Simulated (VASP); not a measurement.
# K2S (Fm-3m) in VASP: density of states with PBE

Aim: the density of states of K2S with PBE.

Everything below comes from runs of VASP 6.6.1. Logs are shortened: lines on timing, memory, paths and dates and some standing lists are left out, and cuts for length are marked.

## 1. The cell of the first run

It takes space group Fm-3m (No. 225, cubic). The conventional cell has a = 7.461 Å, b = 7.461 Å, c = 7.461 Å, α = 90.00°, β = 90.00°, γ = 90.00°. K (site symmetry -43m) has 4 S at 3.23 Å and 6 K at 3.73 Å within 4.3 Å. Within 4.3 Å of S (site symmetry m-3m) lie 8 K at 3.23 Å.

## 2. Density of states, PBE

POSCAR

```
K2S
1.0
    0.0000000000      3.7306299197      3.7306299197
    3.7306299197      0.0000000000      3.7306299197
    3.7306299197      3.7306299197      0.0000000000
K S
2 1
Direct
    0.2500000000      0.2500000000      0.2500000000
    0.7500000000      0.7500000000      0.7500000000
    0.0000000000      0.0000000000      0.0000000000
```

INCAR.step1

```
  PREC = Accurate
  ENCUT = 400
  EDIFF = 1E-6
  ISMEAR = 0
  SIGMA = 0.02
  LREAL = False
  LASPH = True
  NELM = 120
  ALGO = Normal
  ISIF = 2
  LWAVE = False
  LCHARG = True
  GGA = PE
  NBANDS = 19
  GGA_COMPAT = False
  NEDOS = 2001
  LORBIT = 11
```

KPOINTS.step1

```
Automatic mesh
0
Gamma
  6 6 6
```

INCAR.step2

```
  PREC = Accurate
  ENCUT = 400
  EDIFF = 1E-6
  ISMEAR = -5
  SIGMA = 0.02
  LREAL = False
  LASPH = True
  NELM = 120
  ALGO = Normal
  ISIF = 2
  LWAVE = False
  LCHARG = False
  GGA = PE
  LORBIT = 11
  NBANDS = 19
  NEDOS = 1001
  ICHARG = 11
  GGA_COMPAT = False
```

KPOINTS.step2

```
Automatic mesh
0
Gamma
  9 9 9
```

Potentials or basis: VASP PAW PBE potentials, release 64 (K_sv, S).

Run with:

```console
cat potpaw_PBE.64/K_sv/POTCAR potpaw_PBE.64/S/POTCAR > POTCAR
cp INCAR.step1 INCAR
cp KPOINTS.step1 KPOINTS
mpirun -np 1 vasp_std > vasp.out
cp INCAR.step2 INCAR
cp KPOINTS.step2 KPOINTS
mpirun -np 1 vasp_std > vasp.out
```

OUTCAR:

```text
PREC = Accurate
   ENCUT = 400
   EDIFF = 1E-6
   ISMEAR = -5
   LREAL = False
   LASPH = True
   NELM = 120
   ISIF = 2
   GGA = PE
   LORBIT = 11
   ICHARG = 11

 ion  position               nearest neighbor table
   1  0.250  0.250  0.250-   3 3.23   3 3.23   3 3.23   3 3.23   2 3.73   2 3.73   2 3.73   2 3.73
                             2 3.73   2 3.73
   2  0.750  0.750  0.750-   3 3.23   3 3.23   3 3.23   3 3.23   1 3.73   1 3.73   1 3.73   1 3.73
                             1 3.73   1 3.73
   3  0.000  0.000  0.000-   2 3.23   2 3.23   2 3.23   1 3.23   2 3.23   1 3.23   1 3.23   1 3.23

  LATTYP: Found a face centered cubic cell.
 ALAT       =     7.4612598394

  Lattice vectors:

 A1 = (   0.0000000000,   3.7306299197,   3.7306299197)
 A2 = (   3.7306299197,   0.0000000000,   3.7306299197)
 A3 = (   3.7306299197,   3.7306299197,   0.0000000000)

Analysis of symmetry for initial positions (statically):
[... 5 lines left out ...]
 face centered cubic supercell.

 Subroutine GETGRP returns: Found 48 space group operations
 (whereof 48 operations were pure point group operations)
 out of a pool of 48 trial point group operations.

The static configuration has the point symmetry O_h .

Analysis of symmetry for dynamics (positions and initial velocities):
[... 5 lines left out ...]
 face centered cubic supercell.

 Subroutine GETGRP returns: Found 48 space group operations
 (whereof 48 operations were pure point group operations)
 out of a pool of 48 trial point group operations.

The dynamic configuration has the point symmetry O_h .

 Subroutine INISYM returns: Found 48 space group operations
 (whereof 48 operations are pure point group operations),
 and found     1 'primitive' translations

----------------------------------------------------------------------------------------

                                     Primitive cell

  volume of cell :     103.8428

  direct lattice vectors                    reciprocal lattice vectors
     0.000000000  3.730629920  3.730629920    -0.134025623  0.134025623  0.134025623
     3.730629920  0.000000000  3.730629920     0.134025623 -0.134025623  0.134025623
     3.730629920  3.730629920  0.000000000     0.134025623  0.134025623 -0.134025623

  length of vectors
     5.275907429  5.275907429  5.275907429     0.232139189  0.232139189  0.232139189

  position of ions in fractional coordinates (direct lattice)
     0.250000000  0.250000000  0.250000000
     0.750000000  0.750000000  0.750000000
     0.000000000  0.000000000  0.000000000

  ion indices of the primitive-cell ions
   primitive index   ion index
                 1           1
                 2           2
                 3           3

----------------------------------------------------------------------------------------

 KPOINTS: Automatic mesh

Automatic generation of k-mesh.
 Grid dimensions read from file:
 generate k-points for:    9    9    9

 Generating k-lattice:

  Cartesian coordinates                     Fractional coordinates (reciprocal lattice)
    -0.014891736  0.014891736  0.014891736     0.111111111  0.000000000  0.000000000
     0.014891736 -0.014891736  0.014891736     0.000000000  0.111111111  0.000000000
     0.014891736  0.014891736 -0.014891736     0.000000000  0.000000000  0.111111111

  Length of vectors
     0.025793243  0.025793243  0.025793243

  Shift w.r.t. Gamma in fractional coordinates (k-lattice)
     0.000000000  0.000000000  0.000000000

 TETIRR: Found    115 inequivalent tetrahedra from     4374

 Subroutine IBZKPT returns following result:
 ===========================================

 Found     35 irreducible k-points:

 Following reciprocal coordinates:
            Coordinates               Weight
  0.000000  0.000000  0.000000      1.000000
  0.111111  0.000000  0.000000      8.000000
  0.222222  0.000000  0.000000      8.000000
  0.333333  0.000000  0.000000      8.000000
  0.444444  0.000000  0.000000      8.000000
  0.111111  0.111111  0.000000      6.000000
[... 16 lines left out ...]
 -0.333333  0.333333  0.000000     12.000000
  0.444444  0.444444  0.000000      6.000000
 [... further k-points ...]
   k-points           NKPTS =     35   k-points in BZ     NKDIM =     35   number of bands    NBANDS=     19
   number of dos      NEDOS =   1001   number of ions     NIONS =      3
   total plane-waves  NPLWV =  46656
   dimension x,y,z NGX =    36 NGY =   36 NGZ =   36
   dimension x,y,z NGXF=    72 NGYF=   72 NGZF=   72
   ions per type =               2   1
   NGX,Y,Z   is equivalent  to a cutoff of  11.34, 11.34, 11.34 a.u.
   NGXF,Y,Z  is equivalent  to a cutoff of  22.69, 22.69, 22.69 a.u.
 SYSTEM =  unknown system
   PREC   = accura    normal or accurate (medium, high low for compatibility)
   ISTART =      0    job   : 0-new  1-cont  2-samecut
   ICHARG =     11    charge: 1-file 2-atom 10-const
   ISPIN  =      1    spin polarized calculation?
   LNONCOLLINEAR =      F non collinear calculations
   LSORBIT =      F    spin-orbit coupling
   LASPH  =      T    aspherical Exc in radial PAW
   ENCUT  =  400.0 eV  29.40 Ry    5.42 a.u.   8.60  8.60  8.60*2*pi/ulx,y,z
   NELM   =    120;   NELMIN=  2; NELMDL=  0     # of ELM steps
   EDIFF  = 0.1E-05   stopping-criterion for ELM
   LREAL  =      F    real-space projection
   EDIFFG = 0.1E-04   stopping-criterion for IOM
   NSW    =      0    number of steps for IOM
   IBRION =     -1    ionic relax: 0-MD 1-quasi-New 2-CG
   NFREE  =      0    steps in history (QN), initial steepest desc. (CG)
   ISIF   =      2    stress and relaxation
   ISYM   =      2    0-nonsym 1-usesym 2-fastsym
   POTIM  = 0.5000    time-step for ionic-motion
   TEBEG  =    0.0;   TEEND  =   0.0 temperature during run
   PSTRESS=    0.0 pullay stress
   NELECT =      24.0000    total number of electrons
   NUPDOWN=      -1.0000    fix difference up-down
   EMIN   =  10.00;   EMAX   =-10.00  energy-range for DOS
   EFERMI =   0.00;   METHOD = LEGACY
   ISMEAR =    -5;   SIGMA  =   0.02  broadening in eV -4-tet -1-fermi 0-gaus
   EFERMI_NEDOS =   21; number of points for ismear=-14 and -15
   IALGO  =     38    algorithm
   IMIX   =      4    mixing-type and parameters
     AMIX     =   0.40;   BMIX     =  1.00
     AMIX_MAG =   1.60;   BMIX_MAG =  1.00
  volume/ion in A,a.u.               =      34.61       233.59
  Fermi-wavevector in a.u.,A,eV,Ry     =   1.004661  1.898535 13.732968  1.009345
  Thomas-Fermi vector in A             =   2.137292
   LORBIT       =     11    0 simple, 1 ext, 2 COOP (PROOUT), +10 PAW based schemes
   GGA     = PE    functional components
   LHFCALC =     F    Hartree Fock is set to
   AEXX    =    0.0000 exact exchange contribution
   IVDW    =     0    specifies the selected vdW correction
   LEPSILON=     F    determine dielectric tensor
   LRPA    =     F    only Hartree local field effects (RPA)
 non-spin polarized calculation
 Fermi weights with tetrahedron method with Bloechl corrections
  energy-cutoff  :      400.00
  volume of cell :      103.84
 maximum number of plane-waves:      1917

 number of electron      24.0000002 magnetization

 Free energy of the ion-electron system (eV)
  ---------------------------------------------------
  ext. energy  EPLUGINS =         0.00000000
  ---------------------------------------------------
  free energy    TOTEN  =        -9.42096641 eV

  energy without entropy =       -9.42096641  energy(sigma->0) =       -9.42096641

 E-fermi :  -0.4032     XC(G=0):  -7.2543

 val. band max:       -0.4238339369   @ k =  -0.4444   0.4444   0.0000
 cond. band min:       1.9003685372   @ k =   0.0000   0.0000   0.0000
 fundamental gap:      2.3242024741
 Fermi energy:        -0.4031971038

 k-point     1 :       0.0000    0.0000    0.0000
  band No.  band energies     occupation
      1     -29.6856      2.00000
      2     -29.6106      2.00000
      3     -13.2720      2.00000
      4     -13.2720      2.00000
      5     -13.2720      2.00000
      6     -13.0491      2.00000
[... 11 lines left out ...]
     18       6.9727      0.00000
     19       7.8716      0.00000

 k-point     2 :       0.1111    0.0000    0.0000
  band No.  band energies     occupation
      1     -29.6832      2.00000
      2     -29.6127      2.00000
      3     -13.2691      2.00000
      4     -13.2661      2.00000
      5     -13.2661      2.00000
      6     -13.0672      2.00000
[... 11 lines left out ...]
     18       7.0522      0.00000
     19       7.7336      0.00000

 k-point     3 :       0.2222    0.0000    0.0000
  band No.  band energies     occupation
      1     -29.6765      2.00000
      2     -29.6190      2.00000
      3     -13.2624      2.00000
      4     -13.2489      2.00000
      5     -13.2489      2.00000
      6     -13.1112      2.00000
[... 11 lines left out ...]
     18       7.1904      0.00000
     19       7.1923      0.00000

 k-point     4 :       0.3333    0.0000    0.0000
  band No.  band energies     occupation
      1     -29.6662      2.00000
      2     -29.6287      2.00000
      3     -13.2570      2.00000
      4     -13.2218      2.00000
      5     -13.2218      2.00000
      6     -13.1570      2.00000
[... 11 lines left out ...]
     18       7.1884      0.00000
     19       7.2044      0.00000

 k-point     5 :       0.4444    0.0000    0.0000
  band No.  band energies     occupation
      1     -29.6538      2.00000
      2     -29.6407      2.00000
      3     -13.2568      2.00000
      4     -13.1874      2.00000
      5     -13.1874      2.00000
      6     -13.1824      2.00000
[... 11 lines left out ...]
     18       7.1442      0.00000
     19       7.2974      0.00000
[... 334 lines left out ...]
      2     -29.6331      2.00000
      3     -13.4079      2.00000
      4     -13.3159      2.00000
      5     -13.3136      2.00000
      6     -13.0295      2.00000
[... 11 lines left out ...]
     18       6.9937      0.00000
     19       7.5114      0.00000

 k-point    22 :      -0.4444    0.3333    0.0000
  band No.  band energies     occupation
      1     -29.6543      2.00000
      2     -29.6395      2.00000
      3     -13.4259      2.00000
      4     -13.3065      2.00000
      5     -13.2947      2.00000
      6     -13.0541      2.00000
[... 11 lines left out ...]
     18       7.0101      0.00000
     19       7.4327      0.00000

 k-point    23 :      -0.3333    0.3333    0.0000
  band No.  band energies     occupation
      1     -29.6470      2.00000
      2     -29.6469      2.00000
      3     -13.4106      2.00000
      4     -13.2859      2.00000
      5     -13.2597      2.00000
      6     -13.0929      2.00000
[... 11 lines left out ...]
     18       6.8217      0.00000
     19       7.5743      0.00000

 k-point    24 :       0.4444    0.4444    0.0000
  band No.  band energies     occupation
      1     -29.6601      2.00000
      2     -29.6337      2.00000
      3     -13.4443      2.00000
      4     -13.3266      2.00000
      5     -13.3266      2.00000
      6     -13.0160      2.00000
[... 11 lines left out ...]
     18       7.0814      0.00000
     19       7.3424      0.00000

 [... further k-points ...]
[... 5 lines left out ...]
  --------------------------------------------------------------------------------------
  -------------------------------------------------------------------------------------
  Total        0.0314349      0.0314349      0.0314349      0.0000000     -0.0000000      0.0000000
  in kB        0.4850057      0.4850057      0.4850057      0.0000000     -0.0000000      0.0000000
  external PRESSURE =       0.4850057 kB  Pullay stress =       0.0000000 kB

 VOLUME and BASIS-vectors are now :
 -----------------------------------------------------------------------------
  energy-cutoff  :      400.00
  volume of cell :      103.84
      direct lattice vectors                 reciprocal lattice vectors
     0.000000000  3.730629920  3.730629920    -0.134025623  0.134025623  0.134025623
     3.730629920  0.000000000  3.730629920     0.134025623 -0.134025623  0.134025623
     3.730629920  3.730629920  0.000000000     0.134025623  0.134025623 -0.134025623

 POSITION                                       TOTAL-FORCE (eV/Angst)
 -----------------------------------------------------------------------------------
      1.86531      1.86531      1.86531         0.000000      0.000000      0.000000
      5.59594      5.59594      5.59594        -0.000000     -0.000000      0.000000
      0.00000      0.00000      0.00000        -0.000000      0.000000     -0.000000
 -----------------------------------------------------------------------------------
    total drift:                                0.000000      0.000000      0.000000

  FREE ENERGIE OF THE ION-ELECTRON SYSTEM (eV)
  ---------------------------------------------------
  free  energy   TOTEN  =        -9.4209664127 eV

  energy  without entropy=       -9.4209664127  energy(sigma->0) =       -9.42096641

 total charge

# of ion       s       p       d       tot
------------------------------------------
    1        1.965   5.574   0.033   7.573
    2        1.965   5.574   0.033   7.573
    3        1.315   2.391   0.000   3.706
--------------------------------------------------
tot          5.246  13.540   0.067  18.852
```

Run time: 39 s. Hardware: 1 thread of Intel Xeon Platinum 8375C at 2.90GHz (Ice Lake), shared host; peak memory 0.2 GiB.

Results:

```yaml
Valence_electrons_inside_the_program's_atomic_spheres: K 7.57; S 3.71
```

Levels at points of the mesh, in eV from the valence-band top:
```
           k point  band 8  band 9  band 10  band 11  band 12  band 13  band 14  band 15  band 16  band 17
(0.00, 0.00, 0.00)  -12.63   -9.59    -0.17    -0.17    -0.17     2.32     5.46     5.46     7.40     7.40
```
